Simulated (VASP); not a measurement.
# Sn2Pb (I4/mmm) in VASP: single point with PBE

Aim: the single point of Sn2Pb with PBE.

All numbers are computed with VASP 6.6.1; they aren't measurements. Logs are shortened: lines on timing, memory, paths and dates and some standing lists are left out, and cuts for length are marked.

**1. The cell of the first run**

The structure is tetragonal, space group I4/mmm (No. 139). The conventional cell has a = 4.198 Å, b = 4.198 Å, c = 10.073 Å, α = 90.00°, β = 90.00°, γ = 90.00°. Within 4.4 Å of Sn (site symmetry 4mm) lie 5 Pb at 3.32 to 3.43 Å and 9 Sn at 3.38 to 4.20 Å. Pb (site symmetry 4/mmm) has 10 Sn at 3.32 to 3.43 Å and 4 Pb at 4.20 Å within 4.4 Å.

**2. Single point, PBE**

File INCAR:

```
PREC = Accurate
ENCUT = 520
EDIFF = 1E-7
ISMEAR = 0
SIGMA = 0.2
LREAL = False
LASPH = True
NELM = 100
ALGO = Normal
ISIF = 2
LWAVE = False
LCHARG = True
GGA = PE
LELF = True
LVHAR = True
NBANDS = 28
```

File KPOINTS:

```
Automatic mesh
0
Gamma
  6 6 6
```

File POSCAR:

```
Sn2Pb
1.0
   -2.0988721022      2.0988721022      5.0363894085
    2.0988721022     -2.0988721022      5.0363894085
    2.0988721022      2.0988721022     -5.0363894085
Sn Pb
2 1
Direct
    0.3297581234      0.3297581234      0.0000000000
    0.6702418766      0.6702418766      0.0000000000
    0.0000000000      0.0000000000      0.0000000000
```

Potentials or basis: VASP PAW PBE potentials, release 64 (Sn_d, Pb_d).

Started as:

```sh
$ cat potpaw_PBE.64/Sn_d/POTCAR potpaw_PBE.64/Pb_d/POTCAR > POTCAR
$ mpirun -np 1 vasp_std > vasp.out
```

OUTCAR:

```text
PREC = Accurate
   ENCUT = 520
   EDIFF = 1E-7
   ISMEAR = 0
   LREAL = False
   LASPH = True
   NELM = 100
   ISIF = 2
   GGA = PE

 ion  position               nearest neighbor table
   1  0.330  0.330  0.000-   3 3.32   2 3.38   2 3.38   2 3.38   2 3.38   3 3.43   3 3.43   3 3.43
                             3 3.43   2 3.43
   2  0.670  0.670  0.000-   3 3.32   1 3.38   1 3.38   1 3.38   1 3.38   3 3.43   3 3.43   3 3.43
                             3 3.43   1 3.43
   3  0.000  0.000  0.000-   1 3.32   2 3.32   2 3.43   1 3.43   2 3.43   2 3.43   2 3.43   1 3.43
                             1 3.43   1 3.43

  LATTYP: Found a body centered tetragonal cell.
 ALAT       =     4.1977442044
 C/A-ratio  =     2.3995694655

  Lattice vectors:

 A1 = (  -2.0988721022,   2.0988721022,   5.0363894085)
 A2 = (   2.0988721022,  -2.0988721022,   5.0363894085)
 A3 = (   2.0988721022,   2.0988721022,  -5.0363894085)

Analysis of symmetry for initial positions (statically):
=====================================================================
 Subroutine PRICEL returns:
 Original cell was already a primitive cell.

 Routine SETGRP: Setting up the symmetry group for a
 body centered tetragonal supercell.

 Subroutine GETGRP returns: Found 16 space group operations
 (whereof 16 operations were pure point group operations)
 out of a pool of 16 trial point group operations.

The static configuration has the point symmetry D_4h.

Analysis of symmetry for dynamics (positions and initial velocities):
=====================================================================
 Subroutine PRICEL returns:
 Original cell was already a primitive cell.

 Routine SETGRP: Setting up the symmetry group for a
 body centered tetragonal supercell.

 Subroutine GETGRP returns: Found 16 space group operations
 (whereof 16 operations were pure point group operations)
 out of a pool of 16 trial point group operations.

The dynamic configuration has the point symmetry D_4h.

 Subroutine INISYM returns: Found 16 space group operations
 (whereof 16 operations are pure point group operations),
 and found     1 'primitive' translations

----------------------------------------------------------------------------------------

                                     Primitive cell

  volume of cell :      88.7465

  direct lattice vectors                    reciprocal lattice vectors
    -2.098872102  2.098872102  5.036389408     0.000000000  0.238223186  0.099277470
     2.098872102 -2.098872102  5.036389408     0.238223186  0.000000000  0.099277470
     2.098872102  2.098872102 -5.036389408     0.238223186  0.238223186  0.000000000

  length of vectors
     5.846002607  5.846002607  5.846002607     0.258081969  0.258081969  0.336898461

  position of ions in fractional coordinates (direct lattice)
     0.329758123  0.329758123  0.000000000
     0.670241877  0.670241877  0.000000000
     0.000000000  0.000000000  0.000000000

  ion indices of the primitive-cell ions
   primitive index   ion index
                 1           1
                 2           2
                 3           3

----------------------------------------------------------------------------------------

 KPOINTS: Automatic mesh

Automatic generation of k-mesh.
 Grid dimensions read from file:
 generate k-points for:    6    6    6

 Generating k-lattice:

  Cartesian coordinates                     Fractional coordinates (reciprocal lattice)
     0.000000000  0.039703864  0.016546245     0.166666667  0.000000000  0.000000000
     0.039703864  0.000000000  0.016546245     0.000000000  0.166666667  0.000000000
     0.039703864  0.039703864  0.000000000     0.000000000  0.000000000  0.166666667

  Length of vectors
     0.043013661  0.043013661  0.056149744

  Shift w.r.t. Gamma in fractional coordinates (k-lattice)
     0.000000000  0.000000000  0.000000000

 Subroutine IBZKPT returns following result:
 ===========================================

 Found     30 irreducible k-points:

 Following reciprocal coordinates:
            Coordinates               Weight
  0.000000  0.000000  0.000000      1.000000
  0.166667  0.000000  0.000000      8.000000
  0.333333  0.000000  0.000000      8.000000
  0.500000 -0.000000  0.000000      4.000000
  0.166667  0.166667  0.000000      8.000000
  0.333333  0.166667  0.000000     16.000000
[... 16 lines left out ...]
 -0.333333 -0.333333  0.166667      8.000000
 -0.166667 -0.333333  0.166667      8.000000
 [... further k-points ...]
   k-points           NKPTS =     30   k-points in BZ     NKDIM =     30   number of bands    NBANDS=     28
   number of dos      NEDOS =    301   number of ions     NIONS =      3
   total plane-waves  NPLWV = 110592
   dimension x,y,z NGX =    48 NGY =   48 NGZ =   48
   dimension x,y,z NGXF=    96 NGYF=   96 NGZF=   96
   ions per type =               2   1
   NGX,Y,Z   is equivalent  to a cutoff of  13.65, 13.65, 13.65 a.u.
   NGXF,Y,Z  is equivalent  to a cutoff of  27.30, 27.30, 27.30 a.u.
 SYSTEM =  unknown system
   PREC   = accura    normal or accurate (medium, high low for compatibility)
   ISTART =      0    job   : 0-new  1-cont  2-samecut
   ICHARG =      2    charge: 1-file 2-atom 10-const
   ISPIN  =      1    spin polarized calculation?
   LNONCOLLINEAR =      F non collinear calculations
   LSORBIT =      F    spin-orbit coupling
   LASPH  =      T    aspherical Exc in radial PAW
   ENCUT  =  520.0 eV  38.22 Ry    6.18 a.u.  10.87 10.87 10.87*2*pi/ulx,y,z
   NELM   =    100;   NELMIN=  2; NELMDL= -5     # of ELM steps
   EDIFF  = 0.1E-06   stopping-criterion for ELM
   LREAL  =      F    real-space projection
   EDIFFG = 0.1E-05   stopping-criterion for IOM
   NSW    =      0    number of steps for IOM
   IBRION =     -1    ionic relax: 0-MD 1-quasi-New 2-CG
   NFREE  =      0    steps in history (QN), initial steepest desc. (CG)
   ISIF   =      2    stress and relaxation
   ISYM   =      2    0-nonsym 1-usesym 2-fastsym
   POTIM  = 0.5000    time-step for ionic-motion
   TEBEG  =    0.0;   TEEND  =   0.0 temperature during run
   PSTRESS=    0.0 pullay stress
   NELECT =      42.0000    total number of electrons
   NUPDOWN=      -1.0000    fix difference up-down
   EMIN   =  10.00;   EMAX   =-10.00  energy-range for DOS
   EFERMI =   0.00;   METHOD = LEGACY
   ISMEAR =     0;   SIGMA  =   0.20  broadening in eV -4-tet -1-fermi 0-gaus
   EFERMI_NEDOS =   21; number of points for ismear=-14 and -15
   IALGO  =     38    algorithm
   IMIX   =      4    mixing-type and parameters
     AMIX     =   0.40;   BMIX     =  1.00
     AMIX_MAG =   1.60;   BMIX_MAG =  1.00
  volume/ion in A,a.u.               =      29.58       199.63
  Fermi-wavevector in a.u.,A,eV,Ry     =   1.275775  2.410866 22.144877  1.627603
  Thomas-Fermi vector in A             =   2.408469
   LORBIT       =      0    0 simple, 1 ext, 2 COOP (PROOUT), +10 PAW based schemes
   GGA     = PE    functional components
   LHFCALC =     F    Hartree Fock is set to
   AEXX    =    0.0000 exact exchange contribution
   IVDW    =     0    specifies the selected vdW correction
   LEPSILON=     F    determine dielectric tensor
   LRPA    =     F    only Hartree local field effects (RPA)
 non-spin polarized calculation
 Gauss-broadening in eV      SIGMA  =   0.20
  energy-cutoff  :      520.00
  volume of cell :       88.75
 maximum number of plane-waves:      2404
 NGX is ok and might be reduce to    48
   NGX = 21   NGY = 21   NGZ = 21

 number of electron      42.0000002 magnetization

 Free energy of the ion-electron system (eV)
  ---------------------------------------------------
  ext. energy  EPLUGINS =         0.00000000
  ---------------------------------------------------
  free energy    TOTEN  =       -11.07033662 eV

  energy without entropy =      -11.03258075  energy(sigma->0) =      -11.05145869

 E-fermi :   7.4169     XC(G=0): -10.0713

 val. band max:        7.3623729890   @ k =  -0.3333   0.3333   0.3333
 cond. band min:       7.4620248937   @ k =   0.3333   0.3333   0.1667
 fundamental gap:      0.0996519047
 Fermi energy:         7.4169446456

 k-point     1 :       0.0000    0.0000    0.0000
  band No.  band energies     occupation
      1     -14.2642      2.00000
      2     -14.2441      2.00000
      3     -14.2372      2.00000
      4     -14.2307      2.00000
      5     -14.2307      2.00000
      6     -14.2167      2.00000
[... 20 lines left out ...]
     27      13.4260      0.00000
     28      13.4260      0.00000

 k-point     2 :       0.1667    0.0000    0.0000
  band No.  band energies     occupation
      1     -14.2682      2.00000
      2     -14.2489      2.00000
      3     -14.2421      2.00000
      4     -14.2381      2.00000
      5     -14.2292      2.00000
      6     -14.2046      2.00000
[... 20 lines left out ...]
     27      12.4235      0.00000
     28      13.4448      0.00000

 k-point     3 :       0.3333    0.0000    0.0000
  band No.  band energies     occupation
      1     -14.2734      2.00000
      2     -14.2616      2.00000
      3     -14.2535      2.00000
      4     -14.2471      2.00000
      5     -14.2159      2.00000
      6     -14.1995      2.00000
[... 20 lines left out ...]
     27      12.4077      0.00000
     28      14.8318      0.00000

 k-point     4 :       0.5000   -0.0000    0.0000
  band No.  band energies     occupation
      1     -14.2737      2.00000
      2     -14.2664      2.00000
      3     -14.2628      2.00000
      4     -14.2507      2.00000
      5     -14.2083      2.00000
      6     -14.1924      2.00000
[... 578 lines left out ...]
     27      11.5213      0.00000
     28      14.2369      0.00000

 k-point    23 :      -0.3333   -0.3333    0.1667
  band No.  band energies     occupation
      1     -14.2729      2.00000
      2     -14.2686      2.00000
      3     -14.2534      2.00000
      4     -14.2418      2.00000
      5     -14.2280      2.00000
      6     -14.1946      2.00000
[... 20 lines left out ...]
     27      12.4501      0.00000
     28      12.5632      0.00000

 k-point    24 :      -0.1667   -0.3333    0.1667
  band No.  band energies     occupation
      1     -14.2666      2.00000
      2     -14.2664      2.00000
      3     -14.2469      2.00000
      4     -14.2443      2.00000
      5     -14.2323      2.00000
      6     -14.2005      2.00000
[... 20 lines left out ...]
     27      12.1736      0.00000
     28      13.2236      0.00000

 [... further k-points ...]
[... 5 lines left out ...]
  --------------------------------------------------------------------------------------
  -------------------------------------------------------------------------------------
  Total       -0.1729413     -0.1729413     -0.0068405      0.0000000      0.0000000      0.0000000
  in kB       -3.1221814     -3.1221814     -0.1234943      0.0000000      0.0000000      0.0000000
  external PRESSURE =      -2.1226191 kB  Pullay stress =       0.0000000 kB

 VOLUME and BASIS-vectors are now :
 -----------------------------------------------------------------------------
  energy-cutoff  :      520.00
  volume of cell :       88.75
      direct lattice vectors                 reciprocal lattice vectors
    -2.098872102  2.098872102  5.036389408     0.000000000  0.238223186  0.099277470
     2.098872102 -2.098872102  5.036389408     0.238223186  0.000000000  0.099277470
     2.098872102  2.098872102 -5.036389408     0.238223186  0.238223186  0.000000000

 POSITION                                       TOTAL-FORCE (eV/Angst)
 -----------------------------------------------------------------------------------
      0.00000      0.00000      3.32158         0.000000      0.000000     -0.011413
      0.00000      0.00000      6.75120        -0.000000     -0.000000      0.011413
      0.00000      0.00000      0.00000        -0.000000     -0.000000      0.000000
 -----------------------------------------------------------------------------------
    total drift:                                0.000000     -0.000000      0.000000

  FREE ENERGIE OF THE ION-ELECTRON SYSTEM (eV)
  ---------------------------------------------------
  free  energy   TOTEN  =       -11.0703366180 eV

  energy  without entropy=      -11.0325807527  energy(sigma->0) =      -11.05145869
```

Wall time 1.7 min (1 thread of Intel Xeon Platinum 8259CL at 2.50GHz (Skylake/Cascade Lake), shared host); peak memory 0.34 GiB.

Results:

```yaml
Free_energy: -11.0703 eV
Pressure: -0.2 GPa
Largest_force: 0.011 eV/Å
Band_gap_on_the_k_mesh: zero (band 21 reaches 9.87 eV, above the bottom of band 22 at 5.53 eV)
```

Forces in eV/Å, atoms in the order of the input:
```
Sn   0.000  0.000 -0.011
Sn   0.000  0.000  0.011
Pb   0.000  0.000  0.000
```

Stress tensor (GPa, compression positive):
```
-0.31  0.00  0.00
 0.00 -0.31  0.00
 0.00  0.00 -0.01
```

Caveat: spin-orbit coupling is left out, which moves the levels of the heavy elements.
